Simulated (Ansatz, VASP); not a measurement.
## One calculation of Si2Mo, two programs

```xyz
3
Lattice="-1.6086 1.6086 3.9370 1.6086 -1.6086 3.9370 1.6086 1.6086 -3.9370" Properties=species:S:1:pos:R:3 pbc="T T T"
Si    0.0000    0.0000    2.6388
Si    0.0000    0.0000    5.2351
Mo    0.0000    0.0000    0.0000
```

Alike in both runs: functional PBE; k mesh 10 × 10 × 10; occupations fermi-dirac, width 0.1 eV; no spin polarisation.

Ansatz relaxed the structure, and its values are those at the end. VASP's run is a single point on that final structure, the one shown.

|  | VASP | Ansatz |
| --- | --- | --- |
| version | VASP 6.6.1 | Ansatz 0.2.0 |
| potentials or method | VASP PAW PBE potentials, release 64 (Si, Mo_sv), cutoff 520 eV | PAW plane waves |
| valence electrons in the cell | 22 | 22 |

VASP gave:

```
gap on the k mesh at the Fermi level (eV) : none
pressure (GPa)                            : 0.1
```

Problem. Which values does Ansatz return?

Solution. gap on the k mesh at the Fermi level (eV): none; pressure (GPa): 0.0.

A gap of «none» marks a metal or a gap that the smearing closes.
